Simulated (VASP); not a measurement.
Runs of VASP 6.6.1 on Si. The structure is that of space group I4/mmm (No. 139), or close to it. The cells are those of the table. 

| cell | gap on the mesh (eV) | pressure (GPa) | largest force (eV/Å) |
| --- | --- | --- | --- |
| a = 5.044 Å, angles 97.0, 99.5, 135.5°, 4 atoms | 0.13 | 0.1 | 0.29 |
| a = 5.044 Å, angles 99.2, 97.2, 135.5°, 4 atoms | (a) | 0.1 | 0.23 |
| a = 5.044 Å, angles 97.7, 98.7, 135.5°, 4 atoms | 0.17 | 0.1 | 0.11 |
| a = 5.044 Å, angles 97.5, 99.0, 135.5°, 4 atoms | 0.16 | 0.1 | 0.17 |

Alike in all rows: task single point; level LDA; potentials or basis VASP PAW LDA potentials, release 64 (Si); no spin polarisation; k mesh 10 × 10 × 10; cutoff (eV) 520; smearing gaussian 0.03 eV.

Task: Estimate the missing entries.

Result: (a) 0.14.

Caveats: semilocal functionals underestimate gaps, and a narrow one can read as zero.

A k mesh can miss the band edges.
